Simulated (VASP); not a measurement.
# TeRu (P6_3mc) in VASP: single point with PBE+U

Aim: the single point of TeRu with PBE+U.

All numbers are computed with VASP 6.6.1; they aren't measurements. Logs are shortened: lines on timing, memory, paths and dates and some standing lists are left out, and cuts for length are marked.

### Step 1. The cell of the first run

It takes space group P6_3mc (No. 186, hexagonal). The conventional cell has a = 4.399 Å, b = 4.399 Å, c = 7.205 Å, α = 90.00°, β = 90.00°, γ = 120.00°. Within 3.6 Å of Ru (site symmetry 3m) lie 4 Te at 2.70 Å. Within 3.6 Å of Te (site symmetry 3m) lie 4 Ru at 2.70 Å.

### Step 2. Single point, PBE+U, collinear spin, ferrimagnetic start

Contents of INCAR:

```
PREC = Accurate ; ENCUT = 520
EDIFF = 1E-6 ; ISMEAR = 0
SIGMA = 0.05 ; LREAL = F
LASPH = T ; NELM = 150
ALGO = Normal ; ISIF = 2
LWAVE = F ; LCHARG = F
ISPIN = 2 ; MAGMOM = 0.56 0.56 -0.02 -0.02
LORBIT = 11 ; LMAXMIX = 4
LDAU = T ; LDAUTYPE = 2
LDAUL = 2 -1 ; LDAUU = 1 0
LDAUJ = 0 0 ; LDAUPRINT = 1
GGA = PE ; NBANDS = 32
```

Contents of KPOINTS:

```
Automatic mesh
0
Gamma
  5 5 3
```

Contents of POSCAR:

```
TeRu
1.0
    4.3994693100      0.0000000000      0.0000000000
   -2.1997346500      3.8100521800      0.0000000000
    0.0000000000      0.0000000000      7.2053149600
Ru Te
2 2
Direct
    0.6666666667      0.3333333333      0.0000000000
    0.3333333333      0.6666666667      0.5000000000
    0.6666666667      0.3333333333      0.6252000000
    0.3333333333      0.6666666667      0.1252000000
```

Potentials or basis: VASP PAW PBE potentials, release 64 (Ru_pv, Te).

The run is started by

```sh
$ cat potpaw_PBE.64/Ru_pv/POTCAR potpaw_PBE.64/Te/POTCAR > POTCAR
$ mpirun -np 1 vasp_std > vasp.out
```

OUTCAR:

```text
PREC = Accurate
   ENCUT = 520
   EDIFF = 1E-6
   ISMEAR = 0
   LREAL = F
   LASPH = T
   NELM = 150
   ISIF = 2
   ISPIN = 2
   LORBIT = 11
   GGA = PE

 ion  position               nearest neighbor table
   1  0.667  0.333  0.000-   4 2.70   4 2.70   4 2.70   3 2.70
   2  0.333  0.667  0.500-   3 2.70   3 2.70   3 2.70   4 2.70
   3  0.667  0.333  0.625-   2 2.70   2 2.70   2 2.70   1 2.70
   4  0.333  0.667  0.125-   1 2.70   1 2.70   1 2.70   2 2.70

  LATTYP: Found a hexagonal cell.
 ALAT       =     4.3994693100
 C/A-ratio  =     1.6377691154

  Lattice vectors:

 A1 = (   4.3994693100,   0.0000000000,   0.0000000000)
 A2 = (  -2.1997346500,   3.8100521800,   0.0000000000)
 A3 = (   0.0000000000,   0.0000000000,   7.2053149600)

Analysis of symmetry for initial positions (statically):
=====================================================================
 Subroutine PRICEL returns:
 Original cell was already a primitive cell.

 Routine SETGRP: Setting up the symmetry group for a
 hexagonal supercell.

 Subroutine GETGRP returns: Found 12 space group operations
 (whereof  6 operations were pure point group operations)
 out of a pool of 24 trial point group operations.

The static configuration has the point symmetry C_3v.
 The point group associated with its full space group is C_6v.

Analysis of symmetry for dynamics (positions and initial velocities):
=====================================================================
 Subroutine PRICEL returns:
 Original cell was already a primitive cell.

 Routine SETGRP: Setting up the symmetry group for a
 hexagonal supercell.

 Subroutine GETGRP returns: Found 12 space group operations
 (whereof  6 operations were pure point group operations)
 out of a pool of 24 trial point group operations.

The dynamic configuration has the point symmetry C_3v.
 The point group associated with its full space group is C_6v.

Analysis of structural, dynamic, and magnetic symmetry:
=====================================================================
[... 203 lines left out ...]
  o =  0.5697  v = -0.7759  0.1981  0.0000  0.5214 -0.2948  0.0000  0.0000  0.0000  0.0000  0.0000      0.0000  0.0000  0.0000  0.0000  0.0000  0.0000  0.0000  0.0000  0.0000  0.0000
  o =  0.7268  v =  0.0000  0.0000  0.0000  0.0000  0.0000  0.2074 -0.7590  0.0000  0.2884 -0.5457      0.0000  0.0000  0.0000  0.0000  0.0000  0.0000  0.0000  0.0000  0.0000  0.0000
  o =  0.7268  v =  0.0000  0.0000  0.0000  0.0000  0.0000 -0.5457 -0.2884  0.0000 -0.7590 -0.2074      0.0000  0.0000  0.0000  0.0000  0.0000  0.0000  0.0000  0.0000  0.0000  0.0000
  o =  0.7271  v =  0.1981 -0.7759  0.0000  0.2948 -0.5214  0.0000  0.0000  0.0000  0.0000  0.0000      0.0000  0.0000  0.0000  0.0000  0.0000  0.0000  0.0000  0.0000  0.0000  0.0000
  o =  0.7271  v = -0.5214 -0.2948  0.0000 -0.7759 -0.1981  0.0000  0.0000  0.0000  0.0000  0.0000      0.0000  0.0000  0.0000  0.0000  0.0000  0.0000  0.0000  0.0000  0.0000  0.0000

 number of electron      39.9999991 magnetization       0.2833320

 Free energy of the ion-electron system (eV)
  ---------------------------------------------------
  ext. energy  EPLUGINS =         0.00000000
  ---------------------------------------------------
  free energy    TOTEN  =       -20.20872606 eV

  energy without entropy =      -20.20323862  energy(sigma->0) =      -20.20598234

 E-fermi :   5.0158     XC(G=0):  -9.3005

 val. band max:        5.0057773897   @ k =   0.4000  -0.0000   0.0000
 cond. band min:       5.0396191149   @ k =   0.4000   0.2000   0.0000
 fundamental gap:      0.0338417252
 Fermi energy:         5.0157550917

 spin component 1

 k-point     1 :       0.0000    0.0000    0.0000
  band No.  band energies     occupation
      1     -36.8483      1.00000
      2     -36.8483      1.00000
      3     -36.8474      1.00000
      4     -36.8474      1.00000
      5     -36.8425      1.00000
      6     -36.8371      1.00000
[... 339 lines left out ...]
     31      13.7552      0.00000
     32      13.9376      0.00000
 Fermi energy:         5.0157550917

 spin component 2

 k-point     1 :       0.0000    0.0000    0.0000
  band No.  band energies     occupation
      1     -36.7505      1.00000
      2     -36.7500      1.00000
      3     -36.7500      1.00000
      4     -36.7491      1.00000
      5     -36.7491      1.00000
      6     -36.7450      1.00000
[... 339 lines left out ...]
     31      13.7772      0.00000
     32      13.9541      0.00000

------------------------ aborting loop because EDIFF is reached ----------------------------------------

  FORCE on cell =-STRESS in cart. coord.  units (eV):
  Direction    XX          YY          ZZ          XY          YZ          ZX
  --------------------------------------------------------------------------------------
  -------------------------------------------------------------------------------------
  Total       -7.8975833     -7.8975833     -7.2546306     -0.0000000      0.0000000      0.0000000
  in kB     -104.7660607   -104.7660604    -96.2369171     -0.0000001      0.0000000      0.0000000
  external PRESSURE =    -101.9230127 kB  Pullay stress =       0.0000000 kB

 VOLUME and BASIS-vectors are now :
 -----------------------------------------------------------------------------
  energy-cutoff  :      520.00
  volume of cell :      120.78
      direct lattice vectors                 reciprocal lattice vectors
     4.399469310  0.000000000  0.000000000     0.227300142  0.131231798  0.000000000
    -2.199734650  3.810052180  0.000000000     0.000000000  0.262463597  0.000000000
     0.000000000  0.000000000  7.205314960     0.000000000  0.000000000  0.138786438

 POSITION                                       TOTAL-FORCE (eV/Angst)
 -----------------------------------------------------------------------------------
      2.19973      1.27002      0.00000         0.000000      0.000000     -0.026848
      0.00000      2.54003      3.60266        -0.000000     -0.000000     -0.026848
      2.19973      1.27002      4.50476        -0.000000     -0.000000      0.026848
      0.00000      2.54003      0.90211         0.000000     -0.000000      0.026848
 -----------------------------------------------------------------------------------
    total drift:                                0.000000     -0.000000      0.001803

  FREE ENERGIE OF THE ION-ELECTRON SYSTEM (eV)
  ---------------------------------------------------
  free  energy   TOTEN  =       -20.2087260605 eV

  energy  without entropy=      -20.2032386162  energy(sigma->0) =      -20.20598234

 total charge

# of ion       s       p       d       tot
------------------------------------------
    1        0.274   6.100   6.131  12.505
    2        0.274   6.100   6.131  12.505
    3        1.348   1.883   0.085   3.316
    4        1.348   1.883   0.085   3.316
--------------------------------------------------
tot          3.245  15.965  12.432  31.642

 magnetization (x)

# of ion       s       p       d       tot
------------------------------------------
    1        0.004   0.002   0.125   0.130
    2        0.004   0.002   0.125   0.130
    3        0.001  -0.007   0.001  -0.005
    4        0.001  -0.007   0.001  -0.005
--------------------------------------------------
tot          0.010  -0.011   0.251   0.249
```

It took 74 s on 1 thread of Intel Xeon Platinum 8375C at 2.90GHz (Ice Lake), shared host; peak memory 0.32 GiB.

Results:

```
Free energy                                           : -20.2087 eV
Pressure                                              : -10.2 GPa
Largest force                                         : 0.027 eV/Å
Net moment                                            : 0.28 μB per cell
Site moments                                          : Ru +0.13; Te -0.01 μB
Valence electrons inside the program's atomic spheres : Ru 12.51; Te 3.32
```

Forces on the atoms (eV/Å):
```
Ru   0.000  0.000 -0.027
Ru   0.000  0.000 -0.027
Te   0.000  0.000  0.027
Te   0.000  0.000  0.027
```

Eigenvalues of the final occupation matrices:
```
    site  spin  trace               eigenvalues
site 1 d     1   3.15  0.56 0.57 0.57 0.73 0.73
site 1 d     2   3.03  0.52 0.52 0.53 0.73 0.73
site 2 d     1   3.15  0.56 0.57 0.57 0.73 0.73
site 2 d     2   3.03  0.52 0.52 0.53 0.73 0.73
```

Caveat: spin-orbit coupling is left out, which moves the levels of the heavy elements; the U is typed as a test and isn't derived for this compound. The state reached can hang on the start; a lower one may exist.
